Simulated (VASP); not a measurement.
# TiTe2 (P4_2/mnm) in VASP: single point with r2SCAN

Aim: the single point of TiTe2 with r2SCAN.

Everything below comes from runs of VASP 6.6.1. Logs are shortened: lines on timing, memory, paths and dates and some standing lists are left out, and cuts for length are marked.

## Step 1: The cell of the first run

The structure is tetragonal, space group P4_2/mnm (No. 136). Conventional cell: a = 6.714 Å, b = 6.714 Å, c = 3.813 Å, α = 90.00°, β = 90.00°, γ = 90.00°. Ti (site symmetry mmm) has 6 Te at 2.71 to 2.83 Å within 3.6 Å. Within 3.6 Å of Te (site symmetry m2m) lie 3 Ti at 2.71 to 2.83 Å.

## Step 2: Single point, r2SCAN

POSCAR

```
TiTe2
1.0
    6.7140324513      0.0000000000      0.0000000000
    0.0000000000      6.7140324513      0.0000000000
    0.0000000000      0.0000000000      3.8125458261
Ti Te
2 4
Direct
    0.0000000000      0.0000000000      0.0000000000
    0.5000000000      0.5000000000      0.5000000000
    0.2022064645      0.7977935355      0.5000000000
    0.2977935355      0.2977935355      0.0000000000
    0.7022064645      0.7022064645      0.0000000000
    0.7977935355      0.2022064645      0.5000000000
```

INCAR.step1

```
SYSTEM = TiTe2
PREC     = Accurate       ! precision mode
ENCUT    = 520            ! plane-wave cutoff, eV
ISMEAR   = 0              ! smearing method
SIGMA    = 0.1            ! smearing width, eV
LREAL    = .False.        ! projectors in reciprocal space
LASPH    = .True.         ! aspherical terms in the spheres
NELM     = 60             ! most SCF steps
NBANDS   = 33             ! bands
GGA      = PE             ! functional
ALGO     = Normal         ! electronic algorithm
EDIFF    = 1E-4           ! SCF threshold, eV
LWAVE    = .True.         ! write WAVECAR
LCHARG   = .False.        ! write CHGCAR
```

INCAR.step2

```
SYSTEM = TiTe2
PREC     = Accurate       ! precision mode
ENCUT    = 520            ! plane-wave cutoff, eV
EDIFF    = 1E-6           ! SCF threshold, eV
ISMEAR   = 0              ! smearing method
SIGMA    = 0.1            ! smearing width, eV
LREAL    = .False.        ! projectors in reciprocal space
LASPH    = .True.         ! aspherical terms in the spheres
NELM     = 60             ! most SCF steps
ALGO     = Normal         ! electronic algorithm
ISIF     = 2              ! what is computed and relaxed
LWAVE    = .False.        ! write WAVECAR
LCHARG   = .False.        ! write CHGCAR
METAGGA  = R2SCAN         ! meta-GGA
LMIXTAU  = .True.       
NBANDS   = 33             ! bands
ISTART   = 1
```

KPOINTS

```
Automatic mesh
0
Gamma
  6 6 10
  0 0 0
```

Potentials or basis: VASP PAW PBE potentials, release 64 (Ti_sv, Te).

Run with:

```bash
cat potpaw_PBE.64/Ti_sv/POTCAR potpaw_PBE.64/Te/POTCAR > POTCAR
cp INCAR.step1 INCAR
mpirun -np 1 vasp_std > vasp.out
cp INCAR.step2 INCAR
mpirun -np 1 vasp_std > vasp.out
```

OUTCAR:

```text
SYSTEM = TiTe2
   PREC = Accurate
   ENCUT = 520
   EDIFF = 1E-6
   ISMEAR = 0
   LREAL = .False.
   LASPH = .True.
   NELM = 60
   ISIF = 2
   METAGGA = R2SCAN
   ISTART = 1

 ion  position               nearest neighbor table
   1  0.000  0.000  0.000-   3 2.71   6 2.71   3 2.71   6 2.71   5 2.83   4 2.83
   2  0.500  0.500  0.500-   4 2.71   5 2.71   4 2.71   5 2.71   3 2.83   6 2.83
   3  0.202  0.798  0.500-   1 2.71   1 2.71   2 2.83
   4  0.298  0.298  0.000-   2 2.71   2 2.71   1 2.83
   5  0.702  0.702  0.000-   2 2.71   2 2.71   1 2.83
   6  0.798  0.202  0.500-   1 2.71   1 2.71   2 2.83

  LATTYP: Found a simple tetragonal cell.
 ALAT       =     6.7140324513
 C/A-ratio  =     0.5678473933

  Lattice vectors:

 A1 = (   6.7140324513,   0.0000000000,   0.0000000000)
 A2 = (   0.0000000000,   6.7140324513,   0.0000000000)
 A3 = (   0.0000000000,   0.0000000000,   3.8125458261)

Analysis of symmetry for initial positions (statically):
=====================================================================
 Subroutine PRICEL returns:
 Original cell was already a primitive cell.

 Routine SETGRP: Setting up the symmetry group for a
 simple tetragonal supercell.

 Subroutine GETGRP returns: Found 16 space group operations
 (whereof  8 operations were pure point group operations)
 out of a pool of 16 trial point group operations.

The static configuration has the point symmetry D_2h.
 The point group associated with its full space group is D_4h.

Analysis of symmetry for dynamics (positions and initial velocities):
=====================================================================
 Subroutine PRICEL returns:
 Original cell was already a primitive cell.

 Routine SETGRP: Setting up the symmetry group for a
 simple tetragonal supercell.

 Subroutine GETGRP returns: Found 16 space group operations
 (whereof  8 operations were pure point group operations)
 out of a pool of 16 trial point group operations.

The dynamic configuration has the point symmetry D_2h.
 The point group associated with its full space group is D_4h.

 Subroutine INISYM returns: Found 16 space group operations
 (whereof  8 operations are pure point group operations),
 and found     1 'primitive' translations

----------------------------------------------------------------------------------------

                                     Primitive cell

  volume of cell :     171.8628

  direct lattice vectors                    reciprocal lattice vectors
     6.714032451  0.000000000  0.000000000     0.148941788  0.000000000  0.000000000
     0.000000000  6.714032451  0.000000000     0.000000000  0.148941788  0.000000000
     0.000000000  0.000000000  3.812545826     0.000000000  0.000000000  0.262291929

  length of vectors
     6.714032451  6.714032451  3.812545826     0.148941788  0.148941788  0.262291929

  position of ions in fractional coordinates (direct lattice)
     0.000000000  0.000000000  0.000000000
     0.500000000  0.500000000  0.500000000
     0.202206465  0.797793535  0.500000000
     0.297793535  0.297793535  0.000000000
     0.702206465  0.702206465  0.000000000
     0.797793535  0.202206465  0.500000000

  ion indices of the primitive-cell ions
   primitive index   ion index
                 1           1
                 2           2
                 3           3
                 4           4
                 5           5
                 6           6

----------------------------------------------------------------------------------------

 KPOINTS: Automatic mesh

Automatic generation of k-mesh.
 Grid dimensions read from file:
 generate k-points for:    6    6   10

 Generating k-lattice:

  Cartesian coordinates                     Fractional coordinates (reciprocal lattice)
     0.024823631  0.000000000  0.000000000     0.166666667  0.000000000  0.000000000
     0.000000000  0.024823631  0.000000000     0.000000000  0.166666667  0.000000000
     0.000000000  0.000000000  0.026229193     0.000000000  0.000000000  0.100000000

  Length of vectors
     0.024823631  0.024823631  0.026229193

  Shift w.r.t. Gamma in fractional coordinates (k-lattice)
     0.000000000  0.000000000  0.000000000

 Subroutine IBZKPT returns following result:
 ===========================================

 Found     60 irreducible k-points:

 Following reciprocal coordinates:
            Coordinates               Weight
  0.000000  0.000000  0.000000      1.000000
  0.166667  0.000000  0.000000      4.000000
  0.333333  0.000000  0.000000      4.000000
  0.500000  0.000000  0.000000      2.000000
  0.166667  0.166667  0.000000      4.000000
  0.333333  0.166667  0.000000      8.000000
[... 16 lines left out ...]
  0.333333  0.000000  0.200000      8.000000
  0.500000  0.000000  0.200000      4.000000
 [... further k-points ...]
   k-points           NKPTS =     60   k-points in BZ     NKDIM =     60   number of bands    NBANDS=     33
   number of dos      NEDOS =    301   number of ions     NIONS =      6
   total plane-waves  NPLWV =  70000
   dimension x,y,z NGX =    50 NGY =   50 NGZ =   28
   dimension x,y,z NGXF=   100 NGYF=  100 NGZF=   56
   ions per type =               2   4
   NGX,Y,Z   is equivalent  to a cutoff of  12.38, 12.38, 12.21 a.u.
   NGXF,Y,Z  is equivalent  to a cutoff of  24.76, 24.76, 24.42 a.u.
 SYSTEM =  TiTe2
   PREC   = accura    normal or accurate (medium, high low for compatibility)
   ISTART =      1    job   : 0-new  1-cont  2-samecut
   ICHARG =      0    charge: 1-file 2-atom 10-const
   ISPIN  =      1    spin polarized calculation?
   LNONCOLLINEAR =      F non collinear calculations
   LSORBIT =      F    spin-orbit coupling
   LASPH  =      T    aspherical Exc in radial PAW
   ENCUT  =  520.0 eV  38.22 Ry    6.18 a.u.  12.48 12.48  7.09*2*pi/ulx,y,z
   NELM   =     60;   NELMIN=  2; NELMDL=  0     # of ELM steps
   EDIFF  = 0.1E-05   stopping-criterion for ELM
   LREAL  =      F    real-space projection
   EDIFFG = 0.1E-04   stopping-criterion for IOM
   NSW    =      0    number of steps for IOM
   IBRION =     -1    ionic relax: 0-MD 1-quasi-New 2-CG
   NFREE  =      0    steps in history (QN), initial steepest desc. (CG)
   ISIF   =      2    stress and relaxation
   ISYM   =      2    0-nonsym 1-usesym 2-fastsym
   POTIM  = 0.5000    time-step for ionic-motion
   TEBEG  =    0.0;   TEEND  =   0.0 temperature during run
   PSTRESS=    0.0 pullay stress
   NELECT =      48.0000    total number of electrons
   NUPDOWN=      -1.0000    fix difference up-down
   EMIN   =  10.00;   EMAX   =-10.00  energy-range for DOS
   EFERMI =   0.00;   METHOD = LEGACY
   ISMEAR =     0;   SIGMA  =   0.10  broadening in eV -4-tet -1-fermi 0-gaus
   EFERMI_NEDOS =   21; number of points for ismear=-14 and -15
   IALGO  =     38    algorithm
   IMIX   =      4    mixing-type and parameters
     AMIX     =   0.40;   BMIX     =  1.00
     AMIX_MAG =   1.60;   BMIX_MAG =  1.00
  volume/ion in A,a.u.               =      28.64       193.30
  Fermi-wavevector in a.u.,A,eV,Ry     =   1.070109  2.022212 15.580478  1.145133
  Thomas-Fermi vector in A             =   2.205809
   LORBIT       =      0    0 simple, 1 ext, 2 COOP (PROOUT), +10 PAW based schemes
   METAGGA = R2SCAN    functional components
   LHFCALC =     F    Hartree Fock is set to
   AEXX    =    0.0000 exact exchange contribution
   IVDW    =     0    specifies the selected vdW correction
   LEPSILON=     F    determine dielectric tensor
   LRPA    =     F    only Hartree local field effects (RPA)
 non-spin polarized calculation
 Gauss-broadening in eV      SIGMA  =   0.10
  energy-cutoff  :      520.00
  volume of cell :      171.86
 maximum number of plane-waves:      4664
 NGX is ok and might be reduce to    50
   NGX = 25   NGY = 25   NGZ = 15

 number of electron      47.9999999 magnetization

 Free energy of the ion-electron system (eV)
  ---------------------------------------------------
  ext. energy  EPLUGINS =         0.00000000
  ---------------------------------------------------
  free energy    TOTEN  =      -131.78830848 eV

  energy without entropy =     -131.78184337  energy(sigma->0) =     -131.78507592

 E-fermi :   6.0147     XC(G=0):  -9.9528

 val. band max:        5.9895638492   @ k =   0.5000   0.3333   0.0000
 cond. band min:       6.0506588138   @ k =   0.5000   0.0000   0.5000
 fundamental gap:      0.0610949646
 Fermi energy:         6.0146998459

 k-point     1 :       0.0000    0.0000    0.0000
  band No.  band energies     occupation
      1     -54.0840      2.00000
      2     -54.0840      2.00000
      3     -29.3538      2.00000
      4     -29.3538      2.00000
      5     -29.3160      2.00000
      6     -29.3146      2.00000
[... 25 lines left out ...]
     32       9.2033      0.00000
     33       9.4912      0.00000

 k-point     2 :       0.1667    0.0000    0.0000
  band No.  band energies     occupation
      1     -54.0840      2.00000
      2     -54.0840      2.00000
      3     -29.3538      2.00000
      4     -29.3538      2.00000
      5     -29.3159      2.00000
      6     -29.3147      2.00000
[... 25 lines left out ...]
     32       9.2911      0.00000
     33       9.3851      0.00000

 k-point     3 :       0.3333    0.0000    0.0000
  band No.  band energies     occupation
      1     -54.0840      2.00000
      2     -54.0840      2.00000
      3     -29.3538      2.00000
      4     -29.3538      2.00000
      5     -29.3156      2.00000
      6     -29.3149      2.00000
[... 25 lines left out ...]
     32       9.2351      0.00000
     33       9.3372      0.00000

 k-point     4 :       0.5000    0.0000    0.0000
  band No.  band energies     occupation
      1     -54.0840      2.00000
      2     -54.0840      2.00000
      3     -29.3538      2.00000
      4     -29.3538      2.00000
      5     -29.3153      2.00000
      6     -29.3153      2.00000
[... 673 lines left out ...]
     32       8.3865      0.00000
     33       8.7102      0.00000

 k-point    23 :       0.3333    0.0000    0.2000
  band No.  band energies     occupation
      1     -54.0835      2.00000
      2     -54.0835      2.00000
      3     -29.3531      2.00000
      4     -29.3531      2.00000
      5     -29.3262      2.00000
      6     -29.3256      2.00000
[... 25 lines left out ...]
     32       8.1167      0.00000
     33       8.8353      0.00000

 k-point    24 :       0.5000    0.0000    0.2000
  band No.  band energies     occupation
      1     -54.0835      2.00000
      2     -54.0835      2.00000
      3     -29.3531      2.00000
      4     -29.3531      2.00000
      5     -29.3259      2.00000
      6     -29.3259      2.00000
[... 25 lines left out ...]
     32       8.0586      0.00000
     33       9.2431      0.00000

 [... further k-points ...]
[... 5 lines left out ...]
  --------------------------------------------------------------------------------------
  -------------------------------------------------------------------------------------
  Total        0.0723007      0.0723007      0.0804025      0.0000000      0.0000000      0.0000000
  in kB        0.6740173      0.6740173      0.7495458      0.0000000      0.0000000      0.0000000
  external PRESSURE =       0.6991935 kB  Pullay stress =       0.0000000 kB

 VOLUME and BASIS-vectors are now :
 -----------------------------------------------------------------------------
  energy-cutoff  :      520.00
  volume of cell :      171.86
      direct lattice vectors                 reciprocal lattice vectors
     6.714032451  0.000000000  0.000000000     0.148941788  0.000000000  0.000000000
     0.000000000  6.714032451  0.000000000     0.000000000  0.148941788  0.000000000
     0.000000000  0.000000000  3.812545826     0.000000000  0.000000000  0.262291929

 POSITION                                       TOTAL-FORCE (eV/Angst)
 -----------------------------------------------------------------------------------
      0.00000      0.00000      0.00000         0.000000      0.000000      0.000000
      3.35702      3.35702      1.90627         0.000000      0.000000      0.000000
      1.35762      5.35641      1.90627        -0.002671      0.002671      0.000000
      1.99940      1.99940      0.00000         0.002671      0.002671      0.000000
      4.71464      4.71464      0.00000        -0.002671     -0.002671      0.000000
      5.35641      1.35762      1.90627         0.002671     -0.002671      0.000000
 -----------------------------------------------------------------------------------
    total drift:                                0.000000     -0.000000     -0.000000

  FREE ENERGIE OF THE ION-ELECTRON SYSTEM (eV)
  ---------------------------------------------------
  free  energy   TOTEN  =      -131.7883084754 eV

  energy  without entropy=     -131.7818433659  energy(sigma->0) =     -131.78507592
```

Wall time 15 min (1 thread of Intel Xeon 6975P-C, shared host); peak memory 0.48 GiB.

What came out:

| Property | Result |
| --- | --- |
| Free energy | -131.7883 eV |
| Pressure | 0.1 GPa |
| Largest force | 0.004 eV/Å |
| Band gap on the k mesh | zero (band 24 reaches 6.33 eV, above the bottom of band 25 at 5.82 eV) |

Forces in eV/Å, atoms in the order of the input:
```
Ti   0.000  0.000  0.000
Ti   0.000  0.000  0.000
Te  -0.003  0.003  0.000
Te   0.003  0.003  0.000
Te  -0.003 -0.003  0.000
Te   0.003 -0.003  0.000
```

Caveat: the PAW data sets were made with another functional, which shifts forces and pressure a little; spin-orbit coupling is left out, which moves the levels of the heavy elements.
